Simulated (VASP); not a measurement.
# Zr2N (P4_2/mnm) in VASP: a series of runs, part 2 of 2

VASP 6.6.1. Earlier steps stand in the parts before.

## (3) Single point, LDA

Contents of INCAR:

```
ALGO = Normal ; EDIFF = 1E-6
ENCUT = 520 ; GGA = CA
ISIF = 2 ; ISMEAR = -1
LASPH = True ; LCHARG = False
LREAL = False ; LWAVE = False
NBANDS = 38 ; NELM = 100
PREC = Accurate ; SIGMA = 0.15
```

Contents of KPOINTS:

```
k-points
0
Gamma
  3 3 4
```

Contents of POSCAR:

```
Zr2N
1.0
    5.4130030000      0.0000000000      0.0000000000
    0.0000000000      5.4130030000      0.0000000000
    0.0000000000      0.0000000000      3.3077890000
Zr N
4 2
Direct
    0.2961250000      0.2961250000      0.0000000000
    0.7038750000      0.7038750000      0.0000000000
    0.7961250000      0.2038750000      0.5000000000
    0.2038750000      0.7961250000      0.5000000000
    0.0000000000      0.0000000000      0.0000000000
    0.5000000000      0.5000000000      0.5000000000
```

Potentials or basis: VASP PAW LDA potentials, release 64 (Zr_sv, N).

Launch:

```console
$ cat potpaw_LDA.64/Zr_sv/POTCAR potpaw_LDA.64/N/POTCAR > POTCAR
$ mpirun -np 1 vasp_std > vasp.out
```

OUTCAR:

```text
EDIFF = 1E-6
   ENCUT = 520
   GGA = CA
   ISIF = 2
   ISMEAR = -1
   LASPH = True
   LREAL = False
   NELM = 100
   PREC = Accurate

 ion  position               nearest neighbor table
   1  0.296  0.296  0.000-   5 2.27   6 2.27   6 2.27   2 3.12   4 3.21   3 3.21   4 3.21   3 3.21
                             4 3.21   4 3.21   3 3.21   3 3.21   2 3.89   2 3.89
   2  0.704  0.704  0.000-   5 2.27   6 2.27   6 2.27   1 3.12   4 3.21   3 3.21   4 3.21   3 3.21
                             3 3.21   3 3.21   4 3.21   4 3.21   1 3.89   1 3.89
   3  0.796  0.204  0.500-   6 2.27   5 2.27   5 2.27   4 3.12   1 3.21   1 3.21   2 3.21   2 3.21
                             2 3.21   2 3.21   1 3.21   1 3.21   4 3.89   4 3.89
   4  0.204  0.796  0.500-   6 2.27   5 2.27   5 2.27   3 3.12   1 3.21   1 3.21   2 3.21   2 3.21
                             1 3.21   1 3.21   2 3.21   2 3.21   3 3.89   3 3.89
   5  0.000  0.000  0.000-   1 2.27   2 2.27   3 2.27   4 2.27   3 2.27   4 2.27
   6  0.500  0.500  0.500-   3 2.27   4 2.27   1 2.27   2 2.27   1 2.27   2 2.27

  LATTYP: Found a simple tetragonal cell.
 ALAT       =     5.4130030000
 C/A-ratio  =     0.6110820556

  Lattice vectors:

 A1 = (   5.4130030000,   0.0000000000,   0.0000000000)
 A2 = (   0.0000000000,   5.4130030000,   0.0000000000)
[... 174 lines left out ...]
 Fermi energy:         9.5333945174

 k-point     1 :       0.0000    0.0000    0.0000
  band No.  band energies     occupation
      1     -38.9266      2.00000
      2     -38.7842      2.00000
      3     -38.7842      2.00000
      4     -38.7251      2.00000
      5     -17.9799      2.00000
      6     -17.3959      2.00000
[... 358 lines left out ...]
     37      13.9107      0.00000
     38      13.9517      0.00000

------------------------ aborting loop because EDIFF is reached ----------------------------------------

  FORCE on cell =-STRESS in cart. coord.  units (eV):
  Direction    XX          YY          ZZ          XY          YZ          ZX
  --------------------------------------------------------------------------------------
  -------------------------------------------------------------------------------------
  Total       -4.8319593     -4.8319593     -5.3018953      0.0000000      0.0000000      0.0000000
  in kB      -79.8765901    -79.8765901    -87.6450497      0.0000000      0.0000000      0.0000000
  external PRESSURE =     -82.4660767 kB  Pullay stress =       0.0000000 kB

 VOLUME and BASIS-vectors are now :
 -----------------------------------------------------------------------------
  energy-cutoff  :      520.00
  volume of cell :       96.92
      direct lattice vectors                 reciprocal lattice vectors
     5.413003000  0.000000000  0.000000000     0.184740337  0.000000000  0.000000000
     0.000000000  5.413003000  0.000000000     0.000000000  0.184740337  0.000000000
     0.000000000  0.000000000  3.307789000     0.000000000  0.000000000  0.302316744

 POSITION                                       TOTAL-FORCE (eV/Angst)
 -----------------------------------------------------------------------------------
      1.60293      1.60293      0.00000         0.017913      0.017913      0.000000
      3.81008      3.81008      0.00000        -0.017913     -0.017913     -0.000000
      4.30943      1.10358      1.65389         0.017913     -0.017913     -0.000000
      1.10358      4.30943      1.65389        -0.017913      0.017913      0.000000
      0.00000      0.00000      0.00000         0.000000      0.000000      0.000000
      2.70650      2.70650      1.65389         0.000000      0.000000      0.000000
 -----------------------------------------------------------------------------------
    total drift:                                0.000000     -0.000000      0.000000

  FREE ENERGIE OF THE ION-ELECTRON SYSTEM (eV)
  ---------------------------------------------------
  free  energy   TOTEN  =       -63.9182160772 eV

  energy  without entropy=      -63.6521549832  energy(sigma->0) =      -63.78518553
```

It took 14 s on 1 thread of Intel Xeon 6975P-C (Granite Rapids), shared host; peak memory 0.17 GiB.

What came out:

```yaml
Free_energy: -63.9182 eV
Pressure: -8.2 GPa
Largest_force: 0.025 eV/Å
Band_gap_on_the_k_mesh: zero (bands 29 and 30 overlap by 2.14 eV)
```

Forces in eV/Å, atoms in the order of the input:
```
Zr   0.018  0.018  0.000
Zr  -0.018 -0.018  0.000
Zr   0.018 -0.018  0.000
Zr  -0.018  0.018  0.000
N    0.000  0.000  0.000
N    0.000  0.000  0.000
```

Stress tensor (GPa, compression positive):
```
-7.99  0.00  0.00
 0.00 -7.99  0.00
 0.00  0.00 -8.76
```

Caveat: the k points lie up to 0.47 Å⁻¹ apart, too coarse for converged energies and pressures of a metal.

## (4) Single point, r2SCAN

POSCAR is that of step 3.

Contents of INCAR.step1:

```
SYSTEM = Zr2N
ALGO = Normal ; EDIFF = 1E-4
ENCUT = 520 ; GGA = PE
ISMEAR = -1 ; LASPH = .True.
LCHARG = .False. ; LREAL = .False.
LWAVE = .True. ; NBANDS = 38
NELM = 100 ; PREC = Accurate
SIGMA = 0.15
```

Contents of INCAR.step2:

```
SYSTEM = Zr2N
ALGO = Normal ; EDIFF = 1E-6
ENCUT = 520 ; ISIF = 2
ISMEAR = -1 ; ISTART = 1
LASPH = .True. ; LCHARG = .False.
LMIXTAU = .True. ; LREAL = .False.
LWAVE = .False. ; METAGGA = R2SCAN
NBANDS = 38 ; NELM = 100
PREC = Accurate ; SIGMA = 0.15
```

Contents of KPOINTS:

```
k-points
0
Gamma
  3 3 4
  0 0 0
```

Potentials or basis: VASP PAW PBE potentials, release 64 (Zr_sv, N).

Launch:

```console
$ cat potpaw_PBE.64/Zr_sv/POTCAR potpaw_PBE.64/N/POTCAR > POTCAR
$ cp INCAR.step1 INCAR
$ mpirun -np 1 vasp_std > vasp.out
$ cp INCAR.step2 INCAR
$ mpirun -np 1 vasp_std > vasp.out
```

Wall time 61 s (1 thread of Intel Xeon 6975P-C (Granite Rapids), shared host); peak memory 0.22 GiB.

It converged, with:

```
Free energy            : -117.8068 eV
Pressure               : -0.1 GPa
Largest force          : 0.007 eV/Å
Band gap on the k mesh : zero (bands 29 and 30 overlap by 2.39 eV)
```

Forces in eV/Å, atoms in the order of the input:
```
Zr  -0.005 -0.005  0.000
Zr   0.005  0.005  0.000
Zr  -0.005  0.005  0.000
Zr   0.005 -0.005  0.000
N    0.000  0.000  0.000
N    0.000  0.000  0.000
```

Stress tensor (GPa, compression positive):
```
-0.18  0.00  0.00
 0.00 -0.18  0.00
 0.00  0.00  0.03
```

Levels at points of the mesh, in eV from the Fermi level:
| k point | band 26 | band 27 | band 28 | band 29 | band 30 | band 31 | band 32 | band 33 | band 34 | band 35 |
| --- | --- | --- | --- | --- | --- | --- | --- | --- | --- | --- |
| (0.00, 0.00, 0.00) | -2.08 | 0.04 | 0.71 | 0.82 | 0.99 | 0.99 | 1.45 | 1.52 | 1.52 | 2.45 |
| (0.00, 0.00, 0.50) | -1.38 | -1.23 | -1.23 | -1.22 | -1.22 | 1.97 | 1.97 | 3.20 | 3.20 | 3.83 |

Caveat: the k points lie up to 0.47 Å⁻¹ apart, too coarse for converged energies and pressures of a metal; the PAW data sets were made with another functional, which shifts forces and pressure a little.

## (5) Overview

```tsv
level	potentials or basis	gap on the mesh (eV)	pressure (GPa)	largest force (eV/Å)
PBEsol	VASP PAW PBE potentials, release 64 (Zr_sv, N)	none	-4.7	-
LDA	VASP PAW LDA potentials, release 64 (Zr_sv, N)	none	-8.2	0.03
r2SCAN	VASP PAW PBE potentials, release 64 (Zr_sv, N)	none	-0.1	0.01
```

Alike in all rows: task single point; no spin polarisation; cell as given; k mesh 3 × 3 × 4; cutoff (eV) 520; smearing fermi-dirac 0.15 eV.

Caveats: all runs use coarse meshes; the PAW data sets were made with another functional, which shifts forces and pressure a little (at least some runs).

Absolute energies hang on the potentials; compare differences alone.
